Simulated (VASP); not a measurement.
# BN (F-43m) in VASP: settings compared

Aim: see how the results for BN move with the level of theory and the settings. Levels: PBE+D3(BJ), PBE+D4, PBE. Tasks: single point.

Everything below comes from runs of VASP 6.6.1. Logs are shortened: lines on timing, memory, paths and dates and some standing lists are left out, and cuts for length are marked.

**1. The cell of the first run**

The structure is cubic, space group F-43m (No. 216). Conventional cell: a = 3.607 Å, b = 3.607 Å, c = 3.607 Å, α = 90.00°, β = 90.00°, γ = 90.00°. N (site symmetry -43m) has 4 B at 1.56 Å within 2.1 Å. B (site symmetry -43m) has 4 N at 1.56 Å within 2.1 Å.

**2. Single point, PBE+D3(BJ)**

INCAR

```
SYSTEM = BN
  ALGO = Normal
  EDIFF = 1E-6
  ENCUT = 520
  GGA = PE
  ISIF = 2
  ISMEAR = -1
  IVDW = 12
  LASPH = .True.
  LCHARG = .False.
  LREAL = .False.
  LWAVE = .False.
  NBANDS = 11
  NELM = 60
  PREC = Accurate
  SIGMA = 0.05
```

KPOINTS

```
k-points
0
Gamma
  13 13 13
  0 0 0
```

POSCAR

```
BN
1.0
    0.0000000000      1.8032610309      1.8032610309
    1.8032610309      0.0000000000      1.8032610309
    1.8032610309      1.8032610309      0.0000000000
N B
1 1
Direct
    0.2500000000      0.2500000000      0.2500000000
    0.0000000000      0.0000000000      0.0000000000
```

Potentials or basis: VASP PAW PBE potentials, release 64 (N, B).

On the command line:

```bash
$ cat potpaw_PBE.64/N/POTCAR potpaw_PBE.64/B/POTCAR > POTCAR
$ mpirun -np 1 vasp_std > vasp.out
```

OUTCAR:

```text
SYSTEM = BN
   EDIFF = 1E-6
   ENCUT = 520
   GGA = PE
   ISIF = 2
   ISMEAR = -1
   IVDW = 12
   LASPH = .True.
   LREAL = .False.
   NELM = 60
   PREC = Accurate
 IVDW          = 12

 ion  position               nearest neighbor table
   1  0.250  0.250  0.250-   2 1.56   2 1.56   2 1.56   2 1.56
   2  0.000  0.000  0.000-   1 1.56   1 1.56   1 1.56   1 1.56

  LATTYP: Found a face centered cubic cell.
 ALAT       =     3.6065220618

  Lattice vectors:

 A1 = (   0.0000000000,   1.8032610309,   1.8032610309)
 A2 = (   1.8032610309,   0.0000000000,   1.8032610309)
 A3 = (   1.8032610309,   1.8032610309,   0.0000000000)

Analysis of symmetry for initial positions (statically):
=====================================================================
 Subroutine PRICEL returns:
 Original cell was already a primitive cell.

 Routine SETGRP: Setting up the symmetry group for a
 face centered cubic supercell.

 Subroutine GETGRP returns: Found 24 space group operations
 (whereof 24 operations were pure point group operations)
 out of a pool of 48 trial point group operations.

The static configuration has the point symmetry T_d .

Analysis of symmetry for dynamics (positions and initial velocities):
=====================================================================
 Subroutine PRICEL returns:
 Original cell was already a primitive cell.

 Routine SETGRP: Setting up the symmetry group for a
 face centered cubic supercell.

 Subroutine GETGRP returns: Found 24 space group operations
 (whereof 24 operations were pure point group operations)
 out of a pool of 48 trial point group operations.

The dynamic configuration has the point symmetry T_d .

 Subroutine INISYM returns: Found 24 space group operations
 (whereof 24 operations are pure point group operations),
 and found     1 'primitive' translations

----------------------------------------------------------------------------------------

                                     Primitive cell

  volume of cell :      11.7275

  direct lattice vectors                    reciprocal lattice vectors
     0.000000000  1.803261031  1.803261031    -0.277275442  0.277275442  0.277275442
     1.803261031  0.000000000  1.803261031     0.277275442 -0.277275442  0.277275442
     1.803261031  1.803261031  0.000000000     0.277275442  0.277275442 -0.277275442

  length of vectors
     2.550196206  2.550196206  2.550196206     0.480255154  0.480255154  0.480255154

  position of ions in fractional coordinates (direct lattice)
     0.250000000  0.250000000  0.250000000
     0.000000000  0.000000000  0.000000000

  ion indices of the primitive-cell ions
   primitive index   ion index
                 1           1
                 2           2

----------------------------------------------------------------------------------------

 KPOINTS: k-points

Automatic generation of k-mesh.
 Grid dimensions read from file:
 generate k-points for:   13   13   13

 Generating k-lattice:

  Cartesian coordinates                     Fractional coordinates (reciprocal lattice)
    -0.021328880  0.021328880  0.021328880     0.076923077  0.000000000  0.000000000
     0.021328880 -0.021328880  0.021328880     0.000000000  0.076923077  0.000000000
     0.021328880  0.021328880 -0.021328880     0.000000000  0.000000000  0.076923077

  Length of vectors
     0.036942704  0.036942704  0.036942704

  Shift w.r.t. Gamma in fractional coordinates (k-lattice)
     0.000000000  0.000000000  0.000000000

 Subroutine IBZKPT returns following result:
 ===========================================

 Found     84 irreducible k-points:

 Following reciprocal coordinates:
            Coordinates               Weight
  0.000000  0.000000  0.000000      1.000000
  0.076923  0.000000  0.000000      8.000000
  0.153846  0.000000  0.000000      8.000000
  0.230769  0.000000  0.000000      8.000000
  0.307692  0.000000  0.000000      8.000000
  0.384615  0.000000  0.000000      8.000000
[... 16 lines left out ...]
  0.384615  0.153846  0.000000     24.000000
  0.461538  0.153846  0.000000     24.000000
 [... further k-points ...]
   k-points           NKPTS =     84   k-points in BZ     NKDIM =     84   number of bands    NBANDS=     11
   number of dos      NEDOS =    301   number of ions     NIONS =      2
   total plane-waves  NPLWV =   8000
   dimension x,y,z NGX =    20 NGY =   20 NGZ =   20
   dimension x,y,z NGXF=    40 NGYF=   40 NGZF=   40
   ions per type =               1   1
   NGX,Y,Z   is equivalent  to a cutoff of  13.04, 13.04, 13.04 a.u.
   NGXF,Y,Z  is equivalent  to a cutoff of  26.08, 26.08, 26.08 a.u.
 SYSTEM =  BN
   PREC   = accura    normal or accurate (medium, high low for compatibility)
   ISTART =      0    job   : 0-new  1-cont  2-samecut
   ICHARG =      2    charge: 1-file 2-atom 10-const
   ISPIN  =      1    spin polarized calculation?
   LNONCOLLINEAR =      F non collinear calculations
   LSORBIT =      F    spin-orbit coupling
   LASPH  =      T    aspherical Exc in radial PAW
   ENCUT  =  520.0 eV  38.22 Ry    6.18 a.u.   4.74  4.74  4.74*2*pi/ulx,y,z
   NELM   =     60;   NELMIN=  2; NELMDL= -5     # of ELM steps
   EDIFF  = 0.1E-05   stopping-criterion for ELM
   LREAL  =      F    real-space projection
   EDIFFG = 0.1E-04   stopping-criterion for IOM
   NSW    =      0    number of steps for IOM
   IBRION =     -1    ionic relax: 0-MD 1-quasi-New 2-CG
   NFREE  =      0    steps in history (QN), initial steepest desc. (CG)
   ISIF   =      2    stress and relaxation
   ISYM   =      2    0-nonsym 1-usesym 2-fastsym
   POTIM  = 0.5000    time-step for ionic-motion
   TEBEG  =    0.0;   TEEND  =   0.0 temperature during run
   PSTRESS=    0.0 pullay stress
   NELECT =       8.0000    total number of electrons
   NUPDOWN=      -1.0000    fix difference up-down
   EMIN   =  10.00;   EMAX   =-10.00  energy-range for DOS
   EFERMI =   0.00;   METHOD = LEGACY
   ISMEAR =    -1;   SIGMA  =   0.05  broadening in eV -4-tet -1-fermi 0-gaus
   EFERMI_NEDOS =   21; number of points for ismear=-14 and -15
   IALGO  =     38    algorithm
   IMIX   =      4    mixing-type and parameters
     AMIX     =   0.40;   BMIX     =  1.00
     AMIX_MAG =   1.60;   BMIX_MAG =  1.00
  volume/ion in A,a.u.               =       5.86        39.57
  Fermi-wavevector in a.u.,A,eV,Ry     =   1.441129  2.723339 28.257303  2.076853
  Thomas-Fermi vector in A             =   2.559796
   LORBIT       =      0    0 simple, 1 ext, 2 COOP (PROOUT), +10 PAW based schemes
   GGA     = PE    functional components
   LHFCALC =     F    Hartree Fock is set to
   AEXX    =    0.0000 exact exchange contribution
   IVDW    =    12    specifies the selected vdW correction
   LEPSILON=     F    determine dielectric tensor
   LRPA    =     F    only Hartree local field effects (RPA)
 non-spin polarized calculation
  energy-cutoff  :      520.00
  volume of cell :       11.73
 maximum number of plane-waves:       331
   NGX =  9   NGY =  9   NGZ =  9

 number of electron       7.9999999 magnetization

 Free energy of the ion-electron system (eV)
  ---------------------------------------------------
  ext. energy  EPLUGINS =         0.00000000
  ---------------------------------------------------
  free energy    TOTEN  =       -17.44724558 eV

  energy without entropy =      -17.44724558  energy(sigma->0) =      -17.44724558

 E-fermi :   8.4125     XC(G=0): -12.8569

 val. band max:        7.4898837074   @ k =   0.0000   0.0000   0.0000
 cond. band min:      12.0318448546   @ k =   0.4615   0.4615   0.0000
 fundamental gap:      4.5419611472
 Fermi energy:         8.4124743754

 k-point     1 :       0.0000    0.0000    0.0000
  band No.  band energies     occupation
      1     -12.8211      2.00000
      2       7.4899      2.00000
      3       7.4899      2.00000
      4       7.4899      2.00000
      5      16.3434      0.00000
      6      16.3434      0.00000
      7      16.3434      0.00000
      8      17.9541      0.00000
      9      32.3749      0.00000
     10      35.3444      0.00000
     11      35.3444      0.00000

 k-point     2 :       0.0769    0.0000    0.0000
  band No.  band energies     occupation
      1     -12.6762      2.00000
      2       6.6994      2.00000
      3       7.3334      2.00000
      4       7.3334      2.00000
      5      16.5382      0.00000
      6      16.5810      0.00000
      7      16.5810      0.00000
      8      18.4312      0.00000
      9      32.1876      0.00000
     10      33.2835      0.00000
     11      33.2835      0.00000

 k-point     3 :       0.1538    0.0000    0.0000
  band No.  band energies     occupation
      1     -12.2459      2.00000
      2       4.8272      2.00000
      3       6.9420      2.00000
      4       6.9420      2.00000
      5      16.8459      0.00000
      6      17.1544      0.00000
      7      17.1544      0.00000
      8      19.6097      0.00000
      9      31.6788      0.00000
     10      31.7293      0.00000
     11      31.7293      0.00000

 k-point     4 :       0.2308    0.0000    0.0000
  band No.  band energies     occupation
      1     -11.5463      2.00000
      2       2.5619      2.00000
      3       6.4691      2.00000
      4       6.4691      2.00000
      5      17.1400      0.00000
      6      17.7532      0.00000
      7      17.7532      0.00000
      8      20.8750      0.00000
      9      31.1324      0.00000
     10      31.1377      0.00000
     11      31.1377      0.00000

 k-point     5 :       0.3077    0.0000    0.0000
  band No.  band energies     occupation
      1     -10.6175      2.00000
      2       0.2926      2.00000
      3       6.0384      2.00000
      4       6.0384      2.00000
      5      17.4065      0.00000
      6      18.1231      0.00000
      7      18.1231      0.00000
      8      21.8612      0.00000
      9      30.8375      0.00000
     10      31.6003      0.00000
     11      31.6003      0.00000
[... 211 lines left out ...]
 k-point    21 :       0.2308    0.1538    0.0000
  band No.  band energies     occupation
      1     -11.5414      2.00000
      2       3.9964      2.00000
      3       5.3594      2.00000
      4       5.7610      2.00000
      5      15.3448      0.00000
      6      19.1450      0.00000
      7      19.4104      0.00000
      8      19.9390      0.00000
      9      26.5127      0.00000
     10      34.1114      0.00000
     11      35.6774      0.00000

 k-point    22 :       0.3077    0.1538    0.0000
  band No.  band energies     occupation
      1     -10.7753      2.00000
      2       1.9358      2.00000
      3       4.9213      2.00000
      4       5.3406      2.00000
      5      15.7062      0.00000
      6      19.5301      0.00000
      7      20.0080      0.00000
      8      20.3824      0.00000
      9      26.9307      0.00000
     10      33.9947      0.00000
     11      35.3052      0.00000

 k-point    23 :       0.3846    0.1538    0.0000
  band No.  band energies     occupation
      1      -9.8144      2.00000
      2      -0.1058      2.00000
      3       4.6736      2.00000
      4       4.7673      2.00000
      5      16.1085      0.00000
      6      19.7173      0.00000
      7      20.2017      0.00000
      8      21.1147      0.00000
      9      27.8234      0.00000
     10      33.7712      0.00000
     11      35.6167      0.00000

 k-point    24 :       0.4615    0.1538    0.0000
  band No.  band energies     occupation
      1      -8.8156      2.00000
      2      -1.8306      2.00000
      3       4.2081      2.00000
      4       4.6403      2.00000
      5      16.4244      0.00000
      6      19.7021      0.00000
      7      20.0671      0.00000
      8      22.2513      0.00000
      9      28.4445      0.00000
     10      33.8699      0.00000
     11      35.6531      0.00000

 [... further k-points ...]

------------------------ aborting loop because EDIFF is reached ----------------------------------------

 Edisp (eV)   -0.42133

 E8    (eV) :    -0.1245

  FORCE on cell =-STRESS in cart. coord.  units (eV):
  Direction    XX          YY          ZZ          XY          YZ          ZX
  --------------------------------------------------------------------------------------
  -------------------------------------------------------------------------------------
  Total       0.02120     0.02120     0.02120     0.00000     0.00000     0.00000
  in kB       2.89567     2.89567     2.89567     0.00000     0.00000     0.00000
  external pressure =        2.90 kB  Pullay stress =        0.00 kB

 VOLUME and BASIS-vectors are now :
 -----------------------------------------------------------------------------
  energy-cutoff  :      520.00
  volume of cell :       11.73
      direct lattice vectors                 reciprocal lattice vectors
     0.000000000  1.803261031  1.803261031    -0.277275442  0.277275442  0.277275442
     1.803261031  0.000000000  1.803261031     0.277275442 -0.277275442  0.277275442
     1.803261031  1.803261031  0.000000000     0.277275442  0.277275442 -0.277275442

 POSITION                                       TOTAL-FORCE (eV/Angst)
 -----------------------------------------------------------------------------------
      0.90163      0.90163      0.90163         0.000000      0.000000      0.000000
      0.00000      0.00000      0.00000        -0.000000     -0.000000     -0.000000
 -----------------------------------------------------------------------------------
    total drift:                                0.000000      0.000000      0.000000

  FREE ENERGIE OF THE ION-ELECTRON SYSTEM (eV)
  ---------------------------------------------------
  free  energy   TOTEN  =       -17.8685718735 eV

  energy  without entropy=      -17.8685718734  energy(sigma->0) =      -17.86857187
```

It took 7.5 s on 1 thread of AMD EPYC 7R13 (Zen 3), shared host; peak memory 0.11 GiB.

What came out:

```yaml
Free_energy: -17.8686 eV
Pressure: 0.3 GPa
Band_gap_on_the_k_mesh: 4.54 eV, indirect (least direct gap 8.85 eV)
Dispersion_energy_per_atom: -0.211 eV
```

**3. Single point, PBE+D4**

INCAR

```
SYSTEM = BN
PREC = Accurate
ENCUT = 520
EDIFF = 1E-6
ISMEAR = -1
SIGMA = 0.05
LREAL = .False.
LASPH = .True.
NELM = 100
ALGO = Normal
ISIF = 2
LWAVE = .False.
LCHARG = .False.
GGA = PE
IVDW = 13
NBANDS = 11
```

KPOINTS

```
Automatic mesh
0
Gamma
  13 13 13
  0 0 0
```

POSCAR

```
BN
1.0
    0.0000000000      1.8034054911      1.8034054911
    1.8034054911      0.0000000000      1.8034054911
    1.8034054911      1.8034054911      0.0000000000
N B
1 1
Direct
    0.2500000000      0.2500000000      0.2500000000
    0.0000000000      0.0000000000      0.0000000000
```

Potentials or basis: VASP PAW PBE potentials, release 64 (N, B).

On the command line:

```bash
$ cat potpaw_PBE.64/N/POTCAR potpaw_PBE.64/B/POTCAR > POTCAR
$ mpirun -np 1 vasp_std > vasp.out
```

Run time: 9.4 s. Hardware: 1 thread of AMD EPYC 7R13 (Zen 3), shared host; peak memory 0.09 GiB.

Results (log left out):

* Free energy: -17.9267 eV
* Pressure: 0.3 GPa
* Band gap on the k mesh: 4.54 eV, indirect (least direct gap 8.85 eV)
* Dispersion energy per atom: -0.240 eV

Levels at points of the mesh, in eV from the valence-band top:
```tsv
k point	band 1	band 2	band 3	band 4	band 5	band 6	band 7	band 8
(0.00, 0.00, 0.00)	-20.31	0.00	0.00	0.00	8.85	8.85	8.85	10.46
```

A k mesh can miss the band edges. Expect the measured gap to be larger: semilocal functionals such as PBE lack the derivative discontinuity.

**4. Single point, PBE**

This run uses another cell than the first one, of 5.92 Å³/atom, 1.010 times its volume.

INCAR

```
ALGO = Normal
EDIFF = 1E-6
ENCUT = 520
GGA = PE
ISIF = 2
ISMEAR = -1
LASPH = T
LCHARG = F
LREAL = F
LWAVE = F
NBANDS = 11
NELM = 60
PREC = Accurate
SIGMA = 0.05
```

KPOINTS

```
k-points
0
Gamma
  13 13 13
```

POSCAR

```
BN
1.0
    0.0000000000      1.8091109064      1.8091109064
    1.8091109064      0.0000000000      1.8091109064
    1.8091109064      1.8091109064      0.0000000000
N B
1 1
Direct
    0.2500000000      0.2500000000      0.2500000000
    0.0000000000      0.0000000000      0.0000000000
```

On the command line:

```bash
$ cat potpaw_PBE.64/N/POTCAR potpaw_PBE.64/B/POTCAR > POTCAR
$ mpirun -np 1 vasp_std > vasp.out
```

Wall time 7.3 s (1 thread of AMD EPYC 7R13 (Zen 3), shared host); peak memory 0.09 GiB.

The run converged. Its results:

```
Free energy            : -17.4504 eV
Pressure               : 2.3 GPa
Band gap on the k mesh : 4.53 eV, indirect (least direct gap 8.81 eV)
```

Levels at points of the mesh, in eV from the valence-band top:
```
           k point  band 1  band 2  band 3  band 4  band 5  band 6  band 7  band 8
(0.00, 0.00, 0.00)  -20.20    0.00    0.00    0.00    8.81    8.81    8.81   10.31
```

**5. Summary**

```tsv
level	cell	gap on the mesh (eV)	pressure (GPa)
PBE+D3(BJ)	a = 2.550 Å, angles 60.0°, 2 atoms	4.54	0.3
PBE+D4	a = 2.550 Å, angles 60.0°, 2 atoms	4.54	0.3
PBE	a = 2.558 Å, angles 60.0°, 2 atoms	4.53	2.3
```

Alike in all rows: task single point; potentials or basis VASP PAW PBE potentials, release 64 (N, B); no spin polarisation; k mesh 13 × 13 × 13; cutoff (eV) 520; smearing fermi-dirac 0.05 eV.

Absolute energies hang on the potentials; compare differences alone.
